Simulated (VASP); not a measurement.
Runs of VASP 6.6.1 on Au. The structure is that of space group Fm-3m (No. 225), or close to it. The cells are those of the table. 

```tsv
cell	gap on the mesh (eV)	pressure (GPa)
a = 2.966, b = 2.966, c = 2.893 Å, angles 60.8, 60.8, 58.4°, 1 atom	none	(a)
a = 2.748 Å, angles 60.0°, 1 atom	none	50.6
a = 2.785, b = 2.785, c = 2.748 Å, angles 60.4, 60.4, 59.1°, 1 atom	none	40.9
a = 2.821, b = 2.821, c = 2.748 Å, angles 60.9, 60.9, 58.3°, 1 atom	none	(b)
a = 3.037 Å, angles 60.0°, 1 atom	none	-10.3
```

Alike in all rows: task single point; level PBE; potentials or basis VASP PAW PBE potentials, release 64 (Au); no spin polarisation; k mesh 20 × 20 × 20; cutoff (eV) 520; smearing gaussian 0.15 eV.

Q: Fill in the values left out.

A: (a) -0.1; (b) 32.6.

Caveats: spin-orbit coupling is left out, which moves the levels of the heavy elements.

A k mesh can miss the band edges, and the runs leave out spin-orbit coupling on Au.

A gap of «none» marks levels without a gap at the run's occupations.
